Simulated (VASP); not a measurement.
# Co (P6_3/mmc) in VASP: further runs

Co is run at these levels: PBE; tasks: single point.

Program: VASP 6.6.1. These are calculated values, not measurements. Logs are shortened: lines on timing, memory, paths and dates and some standing lists are left out, and cuts for length are marked.

## 1. The cell of the first run

The structure is hexagonal, space group P6_3/mmc (No. 194). The conventional cell has a = 2.561 Å, b = 2.561 Å, c = 4.141 Å, α = 90.00°, β = 90.00°, γ = 120.00°. Within 3.4 Å of Co (site symmetry -6m2) lie 12 Co at 2.54 to 2.56 Å.

## 2. Single point, PBE, collinear spin, ferromagnetic start (11.76 Å³/atom)

INCAR

```
SYSTEM = Co
ALGO     = Normal         ! electronic algorithm
EDIFF    = 1E-6           ! SCF threshold, eV
ENCUT    = 520            ! plane-wave cutoff, eV
GGA      = PE             ! functional
ISIF     = 2              ! what is computed and relaxed
ISMEAR   = 0              ! smearing method
ISPIN    = 2              ! spin polarisation
LASPH    = .TRUE.         ! aspherical terms in the spheres
LCHARG   = .FALSE.        ! write CHGCAR
LMAXMIX  = 4              ! l up to which the mixer works
LORBIT   = 11             ! projections on sites
LREAL    = .FALSE.        ! projectors in reciprocal space
LWAVE    = .FALSE.        ! write WAVECAR
MAGMOM   = 0.275 0.275    ! initial moments
NBANDS   = 20             ! bands
NELM     = 150            ! most SCF steps
NUPDOWN  = 0.55           ! fixed moment
PREC     = Accurate       ! precision mode
SIGMA    = 0.15           ! smearing width, eV
```

KPOINTS

```
k-points
0
G
  24 24 12
  0 0 0
```

POSCAR

```
Co
1.0
    2.5607048027      0.0000000000      0.0000000000
   -1.2803524014      2.2176354108      0.0000000000
    0.0000000000      0.0000000000      4.1414337872
Co
2
Direct
    0.6666666667      0.3333333333      0.2500000000
    0.3333333333      0.6666666667      0.7500000000
```

Potentials or basis: VASP PAW PBE potentials, release 64 (Co).

On the command line:

```sh
cat potpaw_PBE.64/Co/POTCAR > POTCAR
mpirun -np 1 vasp_std > vasp.out
```

OUTCAR:

```text
SYSTEM = Co
   EDIFF = 1E-6
   ENCUT = 520
   GGA = PE
   ISIF = 2
   ISMEAR = 0
   ISPIN = 2
   LASPH = .TRUE.
   LORBIT = 11
   LREAL = .FALSE.
   NELM = 150
   NUPDOWN = 0.55
   PREC = Accurate

 ion  position               nearest neighbor table
   1  0.667  0.333  0.250-   2 2.54   2 2.54   2 2.54   2 2.54   2 2.54   2 2.54
   2  0.333  0.667  0.750-   1 2.54   1 2.54   1 2.54   1 2.54   1 2.54   1 2.54

  LATTYP: Found a hexagonal cell.
 ALAT       =     2.5607048027
 C/A-ratio  =     1.6173023079

  Lattice vectors:

 A1 = (   2.5607048027,   0.0000000000,   0.0000000000)
 A2 = (  -1.2803524014,   2.2176354108,   0.0000000000)
 A3 = (   0.0000000000,   0.0000000000,   4.1414337872)

Analysis of symmetry for initial positions (statically):
=====================================================================
 Subroutine PRICEL returns:
 Original cell was already a primitive cell.

 Routine SETGRP: Setting up the symmetry group for a
 hexagonal supercell.

 Subroutine GETGRP returns: Found 24 space group operations
 (whereof 12 operations were pure point group operations)
 out of a pool of 24 trial point group operations.

The static configuration has the point symmetry D_3d.
 The point group associated with its full space group is D_6h.

Analysis of symmetry for dynamics (positions and initial velocities):
=====================================================================
 Subroutine PRICEL returns:
 Original cell was already a primitive cell.

 Routine SETGRP: Setting up the symmetry group for a
 hexagonal supercell.

 Subroutine GETGRP returns: Found 24 space group operations
 (whereof 12 operations were pure point group operations)
 out of a pool of 24 trial point group operations.

The dynamic configuration has the point symmetry D_3d.
 The point group associated with its full space group is D_6h.

Analysis of structural, dynamic, and magnetic symmetry:
=====================================================================
 Subroutine PRICEL returns:
 Original cell was already a primitive cell.

 Routine SETGRP: Setting up the symmetry group for a
 hexagonal supercell.

 Subroutine GETGRP returns: Found 24 space group operations
 (whereof 12 operations were pure point group operations)
 out of a pool of 24 trial point group operations.

The overall configuration has the point symmetry D_3d.
 The point group associated with its full space group is D_6h.

 Subroutine INISYM returns: Found 24 space group operations
 (whereof 12 operations are pure point group operations),
 and found     1 'primitive' translations

----------------------------------------------------------------------------------------

                                     Primitive cell

  volume of cell :      23.5180

  direct lattice vectors                    reciprocal lattice vectors
     2.560704803  0.000000000  0.000000000     0.390517485  0.225465375  0.000000000
    -1.280352401  2.217635411  0.000000000     0.000000000  0.450930750  0.000000000
     0.000000000  0.000000000  4.141433787     0.000000000  0.000000000  0.241462269

  length of vectors
     2.560704803  2.560704803  4.141433787     0.450930750  0.450930750  0.241462269

  position of ions in fractional coordinates (direct lattice)
     0.666666667  0.333333333  0.250000000
     0.333333333  0.666666667  0.750000000

  ion indices of the primitive-cell ions
   primitive index   ion index
                 1           1
                 2           2

----------------------------------------------------------------------------------------

 KPOINTS: k-points

Automatic generation of k-mesh.
 Grid dimensions read from file:
 generate k-points for:   24   24   12

 Generating k-lattice:

  Cartesian coordinates                     Fractional coordinates (reciprocal lattice)
     0.016271562  0.009394391  0.000000000     0.041666667 -0.000000000  0.000000000
     0.000000000  0.018788781  0.000000000     0.000000000  0.041666667  0.000000000
     0.000000000  0.000000000  0.020121856     0.000000000  0.000000000  0.083333333

  Length of vectors
     0.018788781  0.018788781  0.020121856

  Shift w.r.t. Gamma in fractional coordinates (k-lattice)
     0.000000000  0.000000000  0.000000000

 Subroutine IBZKPT returns following result:
 ===========================================

 Found    427 irreducible k-points:

 Following reciprocal coordinates:
            Coordinates               Weight
  0.000000  0.000000  0.000000      1.000000
  0.041667 -0.000000  0.000000      6.000000
  0.083333  0.000000  0.000000      6.000000
  0.125000  0.000000  0.000000      6.000000
  0.166667 -0.000000  0.000000      6.000000
  0.208333 -0.000000  0.000000      6.000000
[... 16 lines left out ...]
  0.416667  0.041667  0.000000     12.000000
  0.458333  0.041667  0.000000     12.000000
 [... further k-points ...]
   k-points           NKPTS =    427   k-points in BZ     NKDIM =    427   number of bands    NBANDS=     20
   number of dos      NEDOS =    301   number of ions     NIONS =      2
   total plane-waves  NPLWV =  12800
   dimension x,y,z NGX =    20 NGY =   20 NGZ =   32
   dimension x,y,z NGXF=    40 NGYF=   40 NGZF=   64
   ions per type =               2
   NGX,Y,Z   is equivalent  to a cutoff of  12.98, 12.98, 12.85 a.u.
   NGXF,Y,Z  is equivalent  to a cutoff of  25.97, 25.97, 25.69 a.u.
 SYSTEM =  Co
   PREC   = accura    normal or accurate (medium, high low for compatibility)
   ISTART =      0    job   : 0-new  1-cont  2-samecut
   ICHARG =      2    charge: 1-file 2-atom 10-const
   ISPIN  =      2    spin polarized calculation?
   LNONCOLLINEAR =      F non collinear calculations
   LSORBIT =      F    spin-orbit coupling
   LASPH  =      T    aspherical Exc in radial PAW
   ENCUT  =  520.0 eV  38.22 Ry    6.18 a.u.   4.76  4.76  7.70*2*pi/ulx,y,z
   NELM   =    150;   NELMIN=  2; NELMDL= -5     # of ELM steps
   EDIFF  = 0.1E-05   stopping-criterion for ELM
   LREAL  =      F    real-space projection
   EDIFFG = 0.1E-04   stopping-criterion for IOM
   NSW    =      0    number of steps for IOM
   IBRION =     -1    ionic relax: 0-MD 1-quasi-New 2-CG
   NFREE  =      0    steps in history (QN), initial steepest desc. (CG)
   ISIF   =      2    stress and relaxation
   ISYM   =      2    0-nonsym 1-usesym 2-fastsym
   POTIM  = 0.5000    time-step for ionic-motion
   TEBEG  =    0.0;   TEEND  =   0.0 temperature during run
   PSTRESS=    0.0 pullay stress
   NELECT =      18.0000    total number of electrons
   NUPDOWN=       0.5500    fix difference up-down
   EMIN   =  10.00;   EMAX   =-10.00  energy-range for DOS
   EFERMI =   0.00;   METHOD = LEGACY
   ISMEAR =     0;   SIGMA  =   0.15  broadening in eV -4-tet -1-fermi 0-gaus
   EFERMI_NEDOS =   21; number of points for ismear=-14 and -15
   IALGO  =     38    algorithm
   IMIX   =      4    mixing-type and parameters
     AMIX     =   0.40;   BMIX     =  1.00
     AMIX_MAG =   1.60;   BMIX_MAG =  1.00
  volume/ion in A,a.u.               =      11.76        79.35
  Fermi-wavevector in a.u.,A,eV,Ry     =   1.497496  2.829856 30.510968  2.242493
  Thomas-Fermi vector in A             =   2.609376
   LORBIT       =     11    0 simple, 1 ext, 2 COOP (PROOUT), +10 PAW based schemes
   GGA     = PE    functional components
   LHFCALC =     F    Hartree Fock is set to
   AEXX    =    0.0000 exact exchange contribution
   IVDW    =     0    specifies the selected vdW correction
   LEPSILON=     F    determine dielectric tensor
   LRPA    =     F    only Hartree local field effects (RPA)
 spin polarized calculation
 Gauss-broadening in eV      SIGMA  =   0.15
  energy-cutoff  :      520.00
  volume of cell :       23.52
 maximum number of plane-waves:       651
 NGX is ok and might be reduce to    20
   NGX =  9   NGY =  9   NGZ = 15

 number of electron      18.0000013 magnetization       0.5500001

 Free energy of the ion-electron system (eV)
  ---------------------------------------------------
  ext. energy  EPLUGINS =         0.00000000
  ---------------------------------------------------
  free energy    TOTEN  =       -13.44434233 eV

  energy without entropy =      -13.36654479  energy(sigma->0) =      -13.40544356

 E-fermi :   9.0768     XC(G=0): -12.9519

 val. band max:        9.0762125485   @ k =   0.2917   0.1667   0.3333
 cond. band min:       8.9133221729   @ k =   0.4583  -0.0000   0.1667
 fundamental gap:     -0.1628903756
 Fermi energy:         8.9131226278

 spin component 1

 k-point     1 :       0.0000    0.0000    0.0000
  band No.  band energies     occupation
      1       0.7132      1.00000
      2       4.7693      1.00000
      3       7.2728      1.00000
      4       7.3141      1.00000
      5       7.3141      1.00000
      6       7.6035      1.00000
[... 12 lines left out ...]
     19      33.7878      0.00000
     20      33.7878      0.00000
[... 507 lines left out ...]
 k-point    24 :       0.4583    0.0417    0.0000
  band No.  band energies     occupation
      1       5.1008      1.00000
      2       5.2978      1.00000
      3       5.5249      1.00000
      4       7.0301      1.00000
      5       7.1387      1.00000
      6       7.3121      1.00000
[... 12 lines left out ...]
     19      30.4234      0.00000
     20      32.3527      0.00000

 [... further k-points ...]

 spin component 2

 k-point     1 :       0.0000    0.0000    0.0000
  band No.  band energies     occupation
      1       0.6903      1.00000
      2       4.9226      1.00000
      3       7.5491      1.00000
      4       7.5853      1.00000
      5       7.5853      1.00000
      6       7.8834      1.00000
[... 12 lines left out ...]
     19      33.8155      0.00000
     20      33.8155      0.00000
[... 507 lines left out ...]
 k-point    24 :       0.4583    0.0417    0.0000
  band No.  band energies     occupation
      1       5.2317      1.00000
      2       5.4956      1.00000
      3       5.7560      1.00000
      4       7.1376      1.00000
      5       7.4478      1.00000
      6       7.5941      1.00000
[... 12 lines left out ...]
     19      30.4754      0.00000
     20      32.3833      0.00000

 [... further k-points ...]

------------------------ aborting loop because EDIFF is reached ----------------------------------------

  FORCE on cell =-STRESS in cart. coord.  units (eV):
  Direction    XX          YY          ZZ          XY          YZ          ZX
  --------------------------------------------------------------------------------------
  -------------------------------------------------------------------------------------
  Total       -3.4410823     -3.4410823     -3.5965843      0.0000000      0.0000000     -0.0000000
  in kB     -234.4257157   -234.4257158   -245.0193810      0.0000000      0.0000000     -0.0000000
  external PRESSURE =    -237.9569375 kB  Pullay stress =       0.0000000 kB

 VOLUME and BASIS-vectors are now :
 -----------------------------------------------------------------------------
  energy-cutoff  :      520.00
  volume of cell :       23.52
      direct lattice vectors                 reciprocal lattice vectors
     2.560704803  0.000000000  0.000000000     0.390517485  0.225465375  0.000000000
    -1.280352401  2.217635411  0.000000000     0.000000000  0.450930750  0.000000000
     0.000000000  0.000000000  4.141433787     0.000000000  0.000000000  0.241462269

 POSITION                                       TOTAL-FORCE (eV/Angst)
 -----------------------------------------------------------------------------------
      1.28035      0.73921      1.03536        -0.000000      0.000000      0.000000
     -0.00000      1.47842      3.10608         0.000000      0.000000      0.000000
 -----------------------------------------------------------------------------------
    total drift:                               -0.000000      0.000000     -0.000000

  FREE ENERGIE OF THE ION-ELECTRON SYSTEM (eV)
  ---------------------------------------------------
  free  energy   TOTEN  =       -13.4443423272 eV

  energy  without entropy=      -13.3665447863  energy(sigma->0) =      -13.40544356

 total charge

# of ion       s       p       d       tot
------------------------------------------
    1        0.448   0.445   7.237   8.130
    2        0.448   0.445   7.237   8.130
--------------------------------------------------
tot          0.896   0.891  14.474  16.260

 magnetization (x)

# of ion       s       p       d       tot
------------------------------------------
    1       -0.004  -0.013   0.302   0.285
    2       -0.004  -0.013   0.302   0.285
--------------------------------------------------
tot         -0.008  -0.026   0.604   0.570
```

It took 2.5 min on 1 thread of AMD EPYC 9R45 (Zen 5), shared host; peak memory 0.33 GiB.

What came out:

```yaml
Free_energy: -13.4443 eV
Pressure: -23.8 GPa
Net_moment: 0.55 μB per cell
Site_moments: Co +0.28 μB
Valence_electrons_inside_the_program's_atomic_spheres: Co 8.13
```

Stress tensor (GPa, compression positive):
```
-23.44   0.00   0.00
  0.00 -23.44   0.00
  0.00   0.00 -24.50
```

Caveat: the cell stands under tension; the total moment is fixed, so each spin has its own Fermi level and the state may be an excited one.

(Part 1 of 2 ends here.)
